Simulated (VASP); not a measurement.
# TeP2 (Cmcm) in VASP: single point with PBE

Aim: the single point of TeP2 with PBE.

All numbers are computed with VASP 6.6.1; they aren't measurements. Logs are shortened: lines on timing, memory, paths and dates and some standing lists are left out, and cuts for length are marked.

**1. The cell of the first run**

The typed cell holds 6 atoms: a = 6.073 Å, b = 6.073 Å, c = 4.791 Å, α = 90.00°, β = 90.00°, γ = 46.91°.

The cell was generated, and may not be a known phase.

**2. Single point, PBE**

File INCAR:

```
ALGO = Normal
EDIFF = 1E-7
ENCUT = 520
GGA = PE
ISIF = 2
ISMEAR = 0
LASPH = T
LCHARG = T
LELF = T
LREAL = F
LVHAR = T
LWAVE = F
NBANDS = 25
NELM = 60
PREC = Accurate
SIGMA = 0.1
```

File KPOINTS:

```
k-points
0
Gamma
  4 4 4
```

File POSCAR:

```
TeP2
1.0
    5.5710898953     -2.4172605170      0.0000000000
    5.5710898953      2.4172605170      0.0000000000
    0.0000000000      0.0000000000      4.7913381594
Te P
2 4
Direct
    0.7501351492      0.2498648508      0.7500000000
    0.2498648508      0.7501351492      0.2500000000
    0.5065499769      1.0065737237      0.7500000000
   -0.0065737237      0.4934500231      0.7500000000
    1.0065737237      0.5065499769      0.2500000000
    0.4934500231     -0.0065737237      0.2500000000
```

Potentials or basis: VASP PAW PBE potentials, release 64 (Te, P).

Launch:

```sh
> cat potpaw_PBE.64/Te/POTCAR potpaw_PBE.64/P/POTCAR > POTCAR
> mpirun -np 1 vasp_std > vasp.out
```

OUTCAR:

```text
EDIFF = 1E-7
   ENCUT = 520
   GGA = PE
   ISIF = 2
   ISMEAR = 0
   LASPH = T
   LREAL = F
   NELM = 60
   PREC = Accurate

 ion  position               nearest neighbor table
   1  0.750  0.250  0.750-   3 2.71   4 2.71   2 3.40   2 3.40   2 3.40   2 3.40
   2  0.250  0.750  0.250-   5 2.71   6 2.71   1 3.40   1 3.40   1 3.40   1 3.40
   3  0.507  0.007  0.750-   6 2.40   6 2.40   4 2.42   4 2.42   1 2.71
   4  0.993  0.493  0.750-   5 2.40   5 2.40   3 2.42   3 2.42   1 2.71
   5  0.007  0.507  0.250-   4 2.40   4 2.40   6 2.42   6 2.42   2 2.71
   6  0.493  0.993  0.250-   3 2.40   3 2.40   5 2.42   5 2.42   2 2.71

  LATTYP: Found a base centered orthorhombic cell.
 ALAT       =     4.8345210340
 B/A-ratio  =     2.3047122377
 C/A-ratio  =     0.9910678071

  Lattice vectors:

 A1 = (  -5.5710898953,  -2.4172605170,   0.0000000000)
 A2 = (   5.5710898953,  -2.4172605170,   0.0000000000)
 A3 = (   0.0000000000,   0.0000000000,   4.7913381594)

Analysis of symmetry for initial positions (statically):
=====================================================================
 Subroutine PRICEL returns:
 Original cell was already a primitive cell.

 Routine SETGRP: Setting up the symmetry group for a
 base centered orthorhombic supercell.

 Subroutine GETGRP returns: Found  8 space group operations
 (whereof  4 operations were pure point group operations)
 out of a pool of  8 trial point group operations.

The static configuration has the point symmetry C_2h.
 The point group associated with its full space group is D_2h.

Analysis of symmetry for dynamics (positions and initial velocities):
=====================================================================
 Subroutine PRICEL returns:
 Original cell was already a primitive cell.

 Routine SETGRP: Setting up the symmetry group for a
 base centered orthorhombic supercell.

 Subroutine GETGRP returns: Found  8 space group operations
 (whereof  4 operations were pure point group operations)
 out of a pool of  8 trial point group operations.

The dynamic configuration has the point symmetry C_2h.
 The point group associated with its full space group is D_2h.

 Subroutine INISYM returns: Found  8 space group operations
 (whereof  4 operations are pure point group operations),
 and found     1 'primitive' translations

----------------------------------------------------------------------------------------

                                     Primitive cell

  volume of cell :     129.0478

  direct lattice vectors                    reciprocal lattice vectors
     5.571089895 -2.417260517  0.000000000     0.089749045 -0.206845723  0.000000000
     5.571089895  2.417260517  0.000000000     0.089749045  0.206845723  0.000000000
     0.000000000  0.000000000  4.791338159     0.000000000  0.000000000  0.208709961

  length of vectors
     6.072906308  6.072906308  4.791338159     0.225477370  0.225477370  0.208709961

  position of ions in fractional coordinates (direct lattice)
     0.750135149  0.249864851  0.750000000
     0.249864851  0.750135149  0.250000000
     0.506549977  0.006573724  0.750000000
     0.993426276  0.493450023  0.750000000
     0.006573724  0.506549977  0.250000000
     0.493450023  0.993426276  0.250000000

  ion indices of the primitive-cell ions
   primitive index   ion index
                 1           1
                 2           2
                 3           3
                 4           4
                 5           5
                 6           6

----------------------------------------------------------------------------------------

 KPOINTS: k-points

Automatic generation of k-mesh.
 Grid dimensions read from file:
 generate k-points for:    4    4    4

 Generating k-lattice:

  Cartesian coordinates                     Fractional coordinates (reciprocal lattice)
     0.022437261 -0.051711431  0.000000000     0.250000000  0.000000000  0.000000000
     0.022437261  0.051711431  0.000000000     0.000000000  0.250000000  0.000000000
     0.000000000  0.000000000  0.052177490     0.000000000  0.000000000  0.250000000

  Length of vectors
     0.056369343  0.056369343  0.052177490

  Shift w.r.t. Gamma in fractional coordinates (k-lattice)
     0.000000000  0.000000000  0.000000000

 Subroutine IBZKPT returns following result:
 ===========================================

 Found     21 irreducible k-points:

 Following reciprocal coordinates:
            Coordinates               Weight
  0.000000  0.000000  0.000000      1.000000
  0.250000  0.000000  0.000000      4.000000
  0.500000  0.000000  0.000000      2.000000
  0.250000  0.250000  0.000000      2.000000
  0.500000  0.250000  0.000000      4.000000
 -0.250000  0.250000  0.000000      2.000000
[... 13 lines left out ...]
 -0.250000  0.250000  0.500000      2.000000
  0.500000  0.500000  0.500000      1.000000
   k-points           NKPTS =     21   k-points in BZ     NKDIM =     21   number of bands    NBANDS=     25
   number of dos      NEDOS =    301   number of ions     NIONS =      6
   total plane-waves  NPLWV =  82944
   dimension x,y,z NGX =    48 NGY =   48 NGZ =   36
   dimension x,y,z NGXF=    96 NGYF=   96 NGZF=   72
   ions per type =               2   4
   NGX,Y,Z   is equivalent  to a cutoff of  13.14, 13.14, 12.49 a.u.
   NGXF,Y,Z  is equivalent  to a cutoff of  26.28, 26.28, 24.98 a.u.
 SYSTEM =  unknown system
   PREC   = accura    normal or accurate (medium, high low for compatibility)
   ISTART =      0    job   : 0-new  1-cont  2-samecut
   ICHARG =      2    charge: 1-file 2-atom 10-const
   ISPIN  =      1    spin polarized calculation?
   LNONCOLLINEAR =      F non collinear calculations
   LSORBIT =      F    spin-orbit coupling
   LASPH  =      T    aspherical Exc in radial PAW
   ENCUT  =  520.0 eV  38.22 Ry    6.18 a.u.  11.29 11.29  8.91*2*pi/ulx,y,z
   NELM   =     60;   NELMIN=  2; NELMDL= -5     # of ELM steps
   EDIFF  = 0.1E-06   stopping-criterion for ELM
   LREAL  =      F    real-space projection
   EDIFFG = 0.1E-05   stopping-criterion for IOM
   NSW    =      0    number of steps for IOM
   IBRION =     -1    ionic relax: 0-MD 1-quasi-New 2-CG
   NFREE  =      0    steps in history (QN), initial steepest desc. (CG)
   ISIF   =      2    stress and relaxation
   ISYM   =      2    0-nonsym 1-usesym 2-fastsym
   POTIM  = 0.5000    time-step for ionic-motion
   TEBEG  =    0.0;   TEEND  =   0.0 temperature during run
   PSTRESS=    0.0 pullay stress
   NELECT =      32.0000    total number of electrons
   NUPDOWN=      -1.0000    fix difference up-down
   EMIN   =  10.00;   EMAX   =-10.00  energy-range for DOS
   EFERMI =   0.00;   METHOD = LEGACY
   ISMEAR =     0;   SIGMA  =   0.10  broadening in eV -4-tet -1-fermi 0-gaus
   EFERMI_NEDOS =   21; number of points for ismear=-14 and -15
   IALGO  =     38    algorithm
   IMIX   =      4    mixing-type and parameters
     AMIX     =   0.40;   BMIX     =  1.00
     AMIX_MAG =   1.60;   BMIX_MAG =  1.00
  volume/ion in A,a.u.               =      21.51       145.14
  Fermi-wavevector in a.u.,A,eV,Ry     =   1.028509  1.943600 14.392656  1.057830
  Thomas-Fermi vector in A             =   2.162509
   LORBIT       =      0    0 simple, 1 ext, 2 COOP (PROOUT), +10 PAW based schemes
   GGA     = PE    functional components
   LHFCALC =     F    Hartree Fock is set to
   AEXX    =    0.0000 exact exchange contribution
   IVDW    =     0    specifies the selected vdW correction
   LEPSILON=     F    determine dielectric tensor
   LRPA    =     F    only Hartree local field effects (RPA)
 non-spin polarized calculation
 Gauss-broadening in eV      SIGMA  =   0.10
  energy-cutoff  :      520.00
  volume of cell :      129.05
 maximum number of plane-waves:      3504
 NGX is ok and might be reduce to    48
   NGX = 23   NGY = 23   NGZ = 17

 number of electron      31.9999999 magnetization

 Free energy of the ion-electron system (eV)
  ---------------------------------------------------
  ext. energy  EPLUGINS =         0.00000000
  ---------------------------------------------------
  free energy    TOTEN  =       -26.21467744 eV

  energy without entropy =      -26.20422381  energy(sigma->0) =      -26.20945063

 E-fermi :   7.0304     XC(G=0): -10.0868

 val. band max:        6.9945727839   @ k =   0.2500   0.2500   0.2500
 cond. band min:       7.0654179678   @ k =   0.2500   0.2500   0.0000
 fundamental gap:      0.0708451839
 Fermi energy:         7.0303630534

 k-point     1 :       0.0000    0.0000    0.0000
  band No.  band energies     occupation
      1      -7.5981      2.00000
      2      -4.3431      2.00000
      3      -3.7904      2.00000
      4      -2.5839      2.00000
      5      -1.1859      2.00000
      6      -0.0703      2.00000
[... 17 lines left out ...]
     24      12.6690      0.00000
     25      13.3831      0.00000

 k-point     2 :       0.2500    0.0000    0.0000
  band No.  band energies     occupation
      1      -7.1992      2.00000
      2      -4.3284      2.00000
      3      -4.2704      2.00000
      4      -3.5988      2.00000
      5      -1.2519      2.00000
      6       0.1386      2.00000
[... 17 lines left out ...]
     24      11.9995      0.00000
     25      13.7681      0.00000

 k-point     3 :       0.5000    0.0000    0.0000
  band No.  band energies     occupation
      1      -6.0368      2.00000
      2      -6.0358      2.00000
      3      -3.9931      2.00000
      4      -3.9906      2.00000
      5      -0.7013      2.00000
      6      -0.7006      2.00000
[... 468 lines left out ...]
 k-point    20 :      -0.2500    0.2500    0.5000
  band No.  band energies     occupation
      1      -5.1665      2.00000
      2      -5.1665      2.00000
      3      -4.2476      2.00000
      4      -4.2476      2.00000
      5      -2.9763      2.00000
      6      -2.9763      2.00000
[... 17 lines left out ...]
     24       9.4309      0.00000
     25      14.4438      0.00000

 k-point    21 :       0.5000    0.5000    0.5000
  band No.  band energies     occupation
      1      -5.6704      2.00000
      2      -5.6704      2.00000
      3      -4.6484      2.00000
      4      -4.6484      2.00000
      5      -0.6477      2.00000
      6      -0.6477      2.00000
[... 17 lines left out ...]
     24      11.3001      0.00000
     25      14.4839      0.00000

------------------------ aborting loop because EDIFF is reached ----------------------------------------

  FORCE on cell =-STRESS in cart. coord.  units (eV):
  Direction    XX          YY          ZZ          XY          YZ          ZX
  --------------------------------------------------------------------------------------
  -------------------------------------------------------------------------------------
  Total       -0.0859367     -0.0889130     -0.1273585      0.0000000      0.0000000      0.0000000
  in kB       -1.0669374     -1.1038892     -1.5812052      0.0000000      0.0000000      0.0000000
  external PRESSURE =      -1.2506772 kB  Pullay stress =       0.0000000 kB

 VOLUME and BASIS-vectors are now :
 -----------------------------------------------------------------------------
  energy-cutoff  :      520.00
  volume of cell :      129.05
      direct lattice vectors                 reciprocal lattice vectors
     5.571089895 -2.417260517  0.000000000     0.089749045 -0.206845723  0.000000000
     5.571089895  2.417260517  0.000000000     0.089749045  0.206845723  0.000000000
     0.000000000  0.000000000  4.791338159     0.000000000  0.000000000  0.208709961

 POSITION                                       TOTAL-FORCE (eV/Angst)
 -----------------------------------------------------------------------------------
      5.57109     -1.20928      3.59350        -0.000000      0.003498      0.000000
      5.57109      1.20928      1.19783        -0.000000     -0.003498      0.000000
      2.85866     -1.20857      3.59350        -0.005342     -0.000443     -0.000000
      8.28352     -1.20857      3.59350         0.005342     -0.000443     -0.000000
      2.85866      1.20857      1.19783        -0.005342      0.000443     -0.000000
      8.28352      1.20857      1.19783         0.005342      0.000443     -0.000000
 -----------------------------------------------------------------------------------
    total drift:                                0.000000     -0.000000     -0.000000

  FREE ENERGIE OF THE ION-ELECTRON SYSTEM (eV)
  ---------------------------------------------------
  free  energy   TOTEN  =       -26.2146774412 eV

  energy  without entropy=      -26.2042238149  energy(sigma->0) =      -26.20945063
```

It took 1.7 min on 1 thread of Intel Xeon Platinum 8488C (Sapphire Rapids), shared host; peak memory 0.28 GiB.

Results:

```yaml
Free_energy: -26.2147 eV
Pressure: -0.1 GPa
Largest_force: 0.005 eV/Å
Band_gap_on_the_k_mesh: zero (bands 16 and 17 overlap by 1.23 eV)
```

Forces on the atoms (eV/Å):
```
Te   0.000  0.003  0.000
Te   0.000 -0.003  0.000
P   -0.005  0.000  0.000
P    0.005  0.000  0.000
P   -0.005  0.000  0.000
P    0.005  0.000  0.000
```

Caveat: spin-orbit coupling is left out, which moves the levels of the heavy elements.

The gap in the log of VASP goes by the Fermi energy; the results here count the filled bands.